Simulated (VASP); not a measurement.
# SiO2 (P4_2/mnm) in VASP: notebook

The runs below take SiO2 through single point, with LDA.

Everything below comes from runs of VASP 6.6.1. Logs are shortened: lines on timing, memory, paths and dates and some standing lists are left out, and cuts for length are marked.

## 1. The cell of the first run

Symmetry: P4_2/mnm, No. 136, tetragonal system. Conventional cell: a = 4.164 Å, b = 4.164 Å, c = 2.480 Å, α = 90.00°, β = 90.00°, γ = 90.00°. Si (site symmetry mmm) has 6 O at 1.69 to 1.80 Å within 2.2 Å. Within 2.2 Å of O (site symmetry m2m) lie 3 Si at 1.69 to 1.80 Å.

## 2. Single point, LDA (volume 7.168 Å^3 an atom, c/a of the conventional cell 0.5955)

INCAR reads:

```
SYSTEM = SiO2
  ALGO = Normal
  EDIFF = 1E-6
  ENCUT = 520
  ISIF = 2
  ISMEAR = 0
  LASPH = .TRUE.
  LCHARG = .TRUE.
  LELF = .TRUE.
  LREAL = .FALSE.
  LVHAR = .TRUE.
  LWAVE = .FALSE.
  NBANDS = 25
  NELM = 60
  PREC = Accurate
  SIGMA = 0.05
```

KPOINTS reads:

```
k-points
0
G
  6 6 10
  0 0 0
```

POSCAR reads:

```
SiO2
1.0
    4.1644324994      0.0000000000      0.0000000000
    0.0000000000      4.1644324994      0.0000000000
    0.0000000000      0.0000000000      2.4799195534
Si O
2 4
Direct
    0.5000000000      0.5000000000      0.5000000000
    0.0000000000      0.0000000000      0.0000000000
    0.6944252994      0.6944252994      0.0000000000
    0.1944252994      0.8055747006      0.5000000000
    0.3055747006      0.3055747006      0.0000000000
    0.8055747006      0.1944252994      0.5000000000
```

Potentials or basis: VASP PAW LDA potentials, release 64 (Si, O).

Run with:

```bash
cat potpaw_LDA.64/Si/POTCAR potpaw_LDA.64/O/POTCAR > POTCAR
mpirun -np 1 vasp_std > vasp.out
```

OUTCAR:

```text
SYSTEM = SiO2
   EDIFF = 1E-6
   ENCUT = 520
   ISIF = 2
   ISMEAR = 0
   LASPH = .TRUE.
   LREAL = .FALSE.
   NELM = 60
   PREC = Accurate

 ion  position               nearest neighbor table
   1  0.500  0.500  0.500-   3 1.69   5 1.69   3 1.69   5 1.69   4 1.80   6 1.80
   2  0.000  0.000  0.000-   4 1.69   6 1.69   4 1.69   6 1.69   5 1.80   3 1.80
   3  0.694  0.694  0.000-   1 1.69   1 1.69   2 1.80
   4  0.194  0.806  0.500-   2 1.69   2 1.69   1 1.80
   5  0.306  0.306  0.000-   1 1.69   1 1.69   2 1.80
   6  0.806  0.194  0.500-   2 1.69   2 1.69   1 1.80

  LATTYP: Found a simple tetragonal cell.
 ALAT       =     4.1644324994
 C/A-ratio  =     0.5955000000

  Lattice vectors:

 A1 = (   4.1644324994,   0.0000000000,   0.0000000000)
 A2 = (   0.0000000000,   4.1644324994,   0.0000000000)
 A3 = (   0.0000000000,   0.0000000000,   2.4799195534)

Analysis of symmetry for initial positions (statically):
=====================================================================
 Subroutine PRICEL returns:
 Original cell was already a primitive cell.

 Routine SETGRP: Setting up the symmetry group for a
 simple tetragonal supercell.

 Subroutine GETGRP returns: Found 16 space group operations
 (whereof  8 operations were pure point group operations)
 out of a pool of 16 trial point group operations.

The static configuration has the point symmetry D_2h.
 The point group associated with its full space group is D_4h.

Analysis of symmetry for dynamics (positions and initial velocities):
=====================================================================
 Subroutine PRICEL returns:
 Original cell was already a primitive cell.

 Routine SETGRP: Setting up the symmetry group for a
 simple tetragonal supercell.

 Subroutine GETGRP returns: Found 16 space group operations
 (whereof  8 operations were pure point group operations)
 out of a pool of 16 trial point group operations.

The dynamic configuration has the point symmetry D_2h.
 The point group associated with its full space group is D_4h.

 Subroutine INISYM returns: Found 16 space group operations
 (whereof  8 operations are pure point group operations),
 and found     1 'primitive' translations

----------------------------------------------------------------------------------------

                                     Primitive cell

  volume of cell :      43.0080

  direct lattice vectors                    reciprocal lattice vectors
     4.164432499  0.000000000  0.000000000     0.240128757  0.000000000  0.000000000
     0.000000000  4.164432499  0.000000000     0.000000000  0.240128757  0.000000000
     0.000000000  0.000000000  2.479919553     0.000000000  0.000000000  0.403238887

  length of vectors
     4.164432499  4.164432499  2.479919553     0.240128757  0.240128757  0.403238887

  position of ions in fractional coordinates (direct lattice)
     0.500000000  0.500000000  0.500000000
     0.000000000  0.000000000  0.000000000
     0.694425299  0.694425299  0.000000000
     0.194425299  0.805574701  0.500000000
     0.305574701  0.305574701  0.000000000
     0.805574701  0.194425299  0.500000000

  ion indices of the primitive-cell ions
   primitive index   ion index
                 1           1
                 2           2
                 3           3
                 4           4
                 5           5
                 6           6

----------------------------------------------------------------------------------------

 KPOINTS: k-points

Automatic generation of k-mesh.
 Grid dimensions read from file:
 generate k-points for:    6    6   10

 Generating k-lattice:

  Cartesian coordinates                     Fractional coordinates (reciprocal lattice)
     0.040021460  0.000000000  0.000000000     0.166666667  0.000000000  0.000000000
     0.000000000  0.040021460  0.000000000     0.000000000  0.166666667  0.000000000
     0.000000000  0.000000000  0.040323889     0.000000000  0.000000000  0.100000000

  Length of vectors
     0.040021460  0.040021460  0.040323889

  Shift w.r.t. Gamma in fractional coordinates (k-lattice)
     0.000000000  0.000000000  0.000000000

 Subroutine IBZKPT returns following result:
 ===========================================

 Found     60 irreducible k-points:

 Following reciprocal coordinates:
            Coordinates               Weight
  0.000000  0.000000  0.000000      1.000000
  0.166667  0.000000  0.000000      4.000000
  0.333333  0.000000  0.000000      4.000000
  0.500000  0.000000  0.000000      2.000000
  0.166667  0.166667  0.000000      4.000000
  0.333333  0.166667  0.000000      8.000000
[... 16 lines left out ...]
  0.333333  0.000000  0.200000      8.000000
  0.500000  0.000000  0.200000      4.000000
 [... further k-points ...]
   k-points           NKPTS =     60   k-points in BZ     NKDIM =     60   number of bands    NBANDS=     25
   number of dos      NEDOS =    301   number of ions     NIONS =      6
   total plane-waves  NPLWV =  18432
   dimension x,y,z NGX =    32 NGY =   32 NGZ =   18
   dimension x,y,z NGXF=    64 NGYF=   64 NGZF=   36
   ions per type =               2   4
   NGX,Y,Z   is equivalent  to a cutoff of  12.77, 12.77, 12.07 a.u.
   NGXF,Y,Z  is equivalent  to a cutoff of  25.55, 25.55, 24.13 a.u.
 SYSTEM =  SiO2
   PREC   = accura    normal or accurate (medium, high low for compatibility)
   ISTART =      0    job   : 0-new  1-cont  2-samecut
   ICHARG =      2    charge: 1-file 2-atom 10-const
   ISPIN  =      1    spin polarized calculation?
   LNONCOLLINEAR =      F non collinear calculations
   LSORBIT =      F    spin-orbit coupling
   LASPH  =      T    aspherical Exc in radial PAW
   ENCUT  =  520.0 eV  38.22 Ry    6.18 a.u.   7.74  7.74  4.61*2*pi/ulx,y,z
   NELM   =     60;   NELMIN=  2; NELMDL= -5     # of ELM steps
   EDIFF  = 0.1E-05   stopping-criterion for ELM
   LREAL  =      F    real-space projection
   EDIFFG = 0.1E-04   stopping-criterion for IOM
   NSW    =      0    number of steps for IOM
   IBRION =     -1    ionic relax: 0-MD 1-quasi-New 2-CG
   NFREE  =      0    steps in history (QN), initial steepest desc. (CG)
   ISIF   =      2    stress and relaxation
   ISYM   =      2    0-nonsym 1-usesym 2-fastsym
   POTIM  = 0.5000    time-step for ionic-motion
   TEBEG  =    0.0;   TEEND  =   0.0 temperature during run
   PSTRESS=    0.0 pullay stress
   NELECT =      32.0000    total number of electrons
   NUPDOWN=      -1.0000    fix difference up-down
   EMIN   =  10.00;   EMAX   =-10.00  energy-range for DOS
   EFERMI =   0.00;   METHOD = LEGACY
   ISMEAR =     0;   SIGMA  =   0.05  broadening in eV -4-tet -1-fermi 0-gaus
   EFERMI_NEDOS =   21; number of points for ismear=-14 and -15
   IALGO  =     38    algorithm
   IMIX   =      4    mixing-type and parameters
     AMIX     =   0.40;   BMIX     =  1.00
     AMIX_MAG =   1.60;   BMIX_MAG =  1.00
  volume/ion in A,a.u.               =       7.17        48.37
  Fermi-wavevector in a.u.,A,eV,Ry     =   1.483457  2.803328 29.941604  2.200646
  Thomas-Fermi vector in A             =   2.597117
   LORBIT       =      0    0 simple, 1 ext, 2 COOP (PROOUT), +10 PAW based schemes
   GGA     = CA    functional components
   LHFCALC =     F    Hartree Fock is set to
   AEXX    =    0.0000 exact exchange contribution
   IVDW    =     0    specifies the selected vdW correction
   LEPSILON=     F    determine dielectric tensor
   LRPA    =     F    only Hartree local field effects (RPA)
 non-spin polarized calculation
 Gauss-broadening in eV      SIGMA  =   0.05
  energy-cutoff  :      520.00
  volume of cell :       43.01
 maximum number of plane-waves:      1188
 NGX is ok and might be reduce to    32
   NGX = 15   NGY = 15   NGZ =  9

 number of electron      31.9999974 magnetization

 Free energy of the ion-electron system (eV)
  ---------------------------------------------------
  ext. energy  EPLUGINS =         0.00000000
  ---------------------------------------------------
  free energy    TOTEN  =       -51.35132070 eV

  energy without entropy =      -51.35132070  energy(sigma->0) =      -51.35132070

 E-fermi :   9.2899     XC(G=0): -13.1202

 val. band max:        9.0911934756   @ k =   0.0000   0.0000   0.0000
 cond. band min:      16.3096364719   @ k =   0.0000   0.0000   0.0000
 fundamental gap:      7.2184429963
 Fermi energy:         9.2899490027

 k-point     1 :       0.0000    0.0000    0.0000
  band No.  band energies     occupation
      1     -14.1985      2.00000
      2     -10.2131      2.00000
      3     -10.2131      2.00000
      4     -10.0906      2.00000
      5      -2.2743      2.00000
      6       1.7824      2.00000
[... 17 lines left out ...]
     24      23.7293      0.00000
     25      25.3312      0.00000

 k-point     2 :       0.1667    0.0000    0.0000
  band No.  band energies     occupation
      1     -14.0465      2.00000
      2     -11.0232      2.00000
      3     -10.1305      2.00000
      4      -9.5971      2.00000
      5      -2.1562      2.00000
      6       1.0603      2.00000
[... 17 lines left out ...]
     24      23.0398      0.00000
     25      25.0768      0.00000

 k-point     3 :       0.3333    0.0000    0.0000
  band No.  band energies     occupation
      1     -13.6008      2.00000
      2     -11.9966      2.00000
      3      -9.9085      2.00000
      4      -9.4616      2.00000
      5      -1.7623      2.00000
      6      -0.0640      2.00000
[... 17 lines left out ...]
     24      23.4875      0.00000
     25      24.5341      0.00000

 k-point     4 :       0.5000    0.0000    0.0000
  band No.  band energies     occupation
      1     -12.8951      2.00000
      2     -12.8951      2.00000
      3      -9.6326      2.00000
      4      -9.6326      2.00000
      5      -1.0513      2.00000
      6      -1.0513      2.00000
[... 17 lines left out ...]
     24      24.1324      0.00000
     25      24.6682      0.00000
[... 477 lines left out ...]
 k-point    22 :       0.1667    0.0000    0.2000
  band No.  band energies     occupation
      1     -13.4103      2.00000
      2     -10.6181      2.00000
      3      -9.7687      2.00000
      4      -9.4015      2.00000
      5      -1.7656      2.00000
      6       1.4378      2.00000
[... 17 lines left out ...]
     24      23.5643      0.00000
     25      23.6848      0.00000

 k-point    23 :       0.3333    0.0000    0.2000
  band No.  band energies     occupation
      1     -12.9878      2.00000
      2     -11.4943      2.00000
      3      -9.5930      2.00000
      4      -9.2720      2.00000
      5      -1.2394      2.00000
      6       0.3909      2.00000
[... 17 lines left out ...]
     24      22.7151      0.00000
     25      23.7321      0.00000

 k-point    24 :       0.5000    0.0000    0.2000
  band No.  band energies     occupation
      1     -12.3248      2.00000
      2     -12.3248      2.00000
      3      -9.3850      2.00000
      4      -9.3850      2.00000
      5      -0.5136      2.00000
      6      -0.5136      2.00000
[... 17 lines left out ...]
     24      22.6623      0.00000
     25      23.7562      0.00000

 [... further k-points ...]
[... 5 lines left out ...]
  --------------------------------------------------------------------------------------
  -------------------------------------------------------------------------------------
  Total        4.0411738      4.0411738     17.8129314     -0.0000000      0.0000000      0.0000000
  in kB      150.5458773    150.5458773    663.5852590     -0.0000000      0.0000000      0.0000000
  external PRESSURE =     321.5590046 kB  Pullay stress =       0.0000000 kB

 VOLUME and BASIS-vectors are now :
 -----------------------------------------------------------------------------
  energy-cutoff  :      520.00
  volume of cell :       43.01
      direct lattice vectors                 reciprocal lattice vectors
     4.164432499  0.000000000  0.000000000     0.240128757  0.000000000  0.000000000
     0.000000000  4.164432499  0.000000000     0.000000000  0.240128757  0.000000000
     0.000000000  0.000000000  2.479919553     0.000000000  0.000000000  0.403238887

 POSITION                                       TOTAL-FORCE (eV/Angst)
 -----------------------------------------------------------------------------------
      2.08222      2.08222      1.23996         0.000000      0.000000      0.000000
      0.00000      0.00000      0.00000         0.000000      0.000000      0.000000
      2.89189      2.89189      0.00000         0.225883      0.225883      0.000000
      0.80967      3.35476      1.23996         0.225883     -0.225883     -0.000000
      1.27255      1.27255      0.00000        -0.225883     -0.225883     -0.000000
      3.35476      0.80967      1.23996        -0.225883      0.225883      0.000000
 -----------------------------------------------------------------------------------
    total drift:                                0.000000      0.000000     -0.000000

  FREE ENERGIE OF THE ION-ELECTRON SYSTEM (eV)
  ---------------------------------------------------
  free  energy   TOTEN  =       -51.3513206969 eV

  energy  without entropy=      -51.3513206969  energy(sigma->0) =      -51.35132070
```

Wall time 24 s (1 thread of Intel Xeon 6975P-C, shared host); peak memory 0.16 GiB.

Results:

```yaml
Free_energy: -51.3513 eV
Pressure: 32.2 GPa
Largest_force: 0.319 eV/Å
Band_gap_on_the_k_mesh: 7.22 eV, direct
```

Forces on the atoms (eV/Å):
```
Si   0.000  0.000  0.000
Si   0.000  0.000  0.000
O    0.226  0.226  0.000
O    0.226 -0.226  0.000
O   -0.226 -0.226  0.000
O   -0.226  0.226  0.000
```

Stress tensor (GPa, compression positive):
```
15.05  0.00  0.00
 0.00 15.05  0.00
 0.00  0.00 66.36
```

Levels at points of the mesh, in eV from the valence-band top:
```
           k point  band 14  band 15  band 16  band 17  band 18  band 19
(0.00, 0.00, 0.00)    -1.01    -1.01     0.00     7.22     7.97    10.06
(0.50, 0.00, 0.00)    -2.45    -1.23    -1.23     9.39     9.39    10.23
(0.50, 0.50, 0.00)    -2.80    -2.70    -2.70     8.92     8.92    11.31
(0.00, 0.00, 0.50)    -3.26    -2.98    -2.98     9.84     9.84    12.92
(0.50, 0.00, 0.50)    -2.61    -1.95    -1.95     9.22     9.22     9.99
(0.50, 0.50, 0.50)    -2.06    -1.72    -1.72     7.76     7.76    11.18
```

## 3. Single point, LDA (volume 7.168 Å^3 an atom, c/a of the conventional cell 0.5537)

INCAR reads:

```
  PREC = Accurate
  ENCUT = 520
  EDIFF = 1E-6
  ISMEAR = 0
  SIGMA = 0.05
  LREAL = F
  LASPH = T
  NELM = 60
  ALGO = Normal
  ISIF = 2
  LWAVE = F
  LCHARG = F
  NBANDS = 25
```

KPOINTS reads:

```
Automatic mesh
0
Gamma
  6 6 10
```

POSCAR: that of step 2 with these lines changed.

```diff
@@ -2,5 +2,5 @@
 1.0
-    4.1644324994      0.0000000000      0.0000000000
-    0.0000000000      4.1644324994      0.0000000000
-    0.0000000000      0.0000000000      2.4799195534
+    4.2666947603      0.0000000000      0.0000000000
+    0.0000000000      4.2666947603      0.0000000000
+    0.0000000000      0.0000000000      2.3624688888
 Si O
```

Potentials or basis: VASP PAW LDA potentials, release 64 (Si, O).

Run with:

```bash
cat potpaw_LDA.64/Si/POTCAR potpaw_LDA.64/O/POTCAR > POTCAR
mpirun -np 1 vasp_std > vasp.out
```

Run time: 26 s. Hardware: 1 thread of Intel Xeon 6975P-C, shared host; peak memory 0.16 GiB.

It converged, with:

```
Free energy            : -50.3469 eV
Pressure               : 40.2 GPa
Largest force          : 0.054 eV/Å
Band gap on the k mesh : 6.98 eV, direct
```

Forces on the atoms (eV/Å):
```
Si   0.000  0.000  0.000
Si   0.000  0.000  0.000
O    0.038  0.038  0.000
O    0.038 -0.038  0.000
O   -0.038 -0.038  0.000
O   -0.038  0.038  0.000
```

Stress tensor (GPa, compression positive):
```
  5.43   0.00   0.00
  0.00   5.43   0.00
  0.00   0.00 109.76
```

Levels at points of the mesh, in eV from the valence-band top:
```csv
k point,band 13,band 14,band 15,band 16,band 17,band 18,band 19,band 20
"(0.00, 0.00, 0.00)",-1.40,-1.02,-1.02,0.00,6.98,9.52,10.87,10.87
"(0.50, 0.00, 0.00)",-1.70,-1.70,-1.26,-1.26,9.11,9.11,11.07,11.07
"(0.50, 0.50, 0.00)",-2.48,-2.48,-2.16,-2.16,9.40,9.40,11.26,11.26
"(0.00, 0.00, 0.50)",-2.80,-2.80,-2.77,-2.77,9.82,9.82,12.48,12.48
"(0.50, 0.00, 0.50)",-2.52,-2.52,-1.74,-1.74,9.18,9.18,9.50,9.50
"(0.50, 0.50, 0.50)",-2.02,-2.02,-1.52,-1.52,7.57,7.57,11.14,11.14
```

 A k mesh can miss the band edges.

## 4. Single point, LDA (volume 7.168 Å^3 an atom, c/a of the conventional cell 0.7409)

INCAR reads:

```
SYSTEM = SiO2
  PREC = Accurate
  ENCUT = 520
  EDIFF = 1E-6
  ISMEAR = 0
  SIGMA = 0.05
  LREAL = .FALSE.
  LASPH = .TRUE.
  NELM = 100
  ALGO = Normal
  ISIF = 2
  LWAVE = .FALSE.
  LCHARG = .FALSE.
  NBANDS = 25
```

KPOINTS reads:

```
Automatic mesh
0
G
  6 6 10
  0 0 0
```

POSCAR: that of step 3 with these lines changed.

```diff
@@ -2,5 +2,5 @@
 1.0
-    4.2666947603      0.0000000000      0.0000000000
-    0.0000000000      4.2666947603      0.0000000000
-    0.0000000000      0.0000000000      2.3624688888
+    3.8719512805      0.0000000000      0.0000000000
+    0.0000000000      3.8719512805      0.0000000000
+    0.0000000000      0.0000000000      2.8687287037
 Si O
```

Run with:

```bash
cat potpaw_LDA.64/Si/POTCAR potpaw_LDA.64/O/POTCAR > POTCAR
mpirun -np 1 vasp_std > vasp.out
```

Run time: 32 s. Hardware: 1 thread of Intel Xeon 6975P-C, shared host; peak memory 0.17 GiB.

Results (log left out):

- Free energy: -50.8966 eV
- Pressure: 24.8 GPa
- Largest force: 0.640 eV/Å
- Band gap on the k mesh: 5.01 eV, direct

Forces on the atoms (eV/Å):
```
Si   0.000  0.000  0.000
Si   0.000  0.000  0.000
O    0.452  0.452  0.000
O    0.452 -0.452  0.000
O   -0.452 -0.452  0.000
O   -0.452  0.452  0.000
```

Stress tensor (GPa, compression positive):
```
 46.58   0.00   0.00
  0.00  46.58   0.00
  0.00   0.00 -18.81
```

Levels at points of the mesh, in eV from the valence-band top:
```tsv
k point	band 12	band 13	band 14	band 15	band 16	band 17	band 18	band 19	band 20	band 21
(0.00, 0.00, 0.00)	-3.70	-2.73	-0.60	-0.60	0.00	5.01	6.35	7.08	7.08	10.19
(0.50, 0.00, 0.00)	-4.01	-2.99	-2.99	-0.91	-0.91	7.31	7.31	8.16	8.16	12.34
(0.50, 0.50, 0.00)	-4.01	-3.20	-3.20	-1.76	-1.76	7.08	7.08	9.52	9.52	14.22
(0.00, 0.00, 0.50)	-4.23	-3.77	-3.77	-2.55	-2.55	10.42	10.42	12.30	12.30	12.75
(0.50, 0.00, 0.50)	-4.09	-1.85	-1.85	-1.57	-1.57	9.98	9.98	12.27	12.27	12.65
(0.50, 0.50, 0.50)	-3.93	-1.31	-1.31	-1.20	-1.20	8.69	8.69	12.05	12.05	12.26
```

 A k mesh can miss the band edges.

## 5. Overview

```tsv
cell	gap on the mesh (eV)	pressure (GPa)	largest force (eV/Å)
a = 4.164, b = 4.164, c = 2.480 Å, 6 atoms	7.22	32.2	0.32
a = 4.267, b = 4.267, c = 2.362 Å, 6 atoms	6.98	40.2	0.05
a = 3.872, b = 3.872, c = 2.869 Å, 6 atoms	5.01	24.8	0.64
```

Alike in all rows: task single point; level LDA; potentials or basis VASP PAW LDA potentials, release 64 (Si, O); no spin polarisation; k mesh 6 × 6 × 10; cutoff (eV) 520; smearing gaussian 0.05 eV.

Total energies depend on the potentials used, so only differences within one code and one set of settings carry meaning.
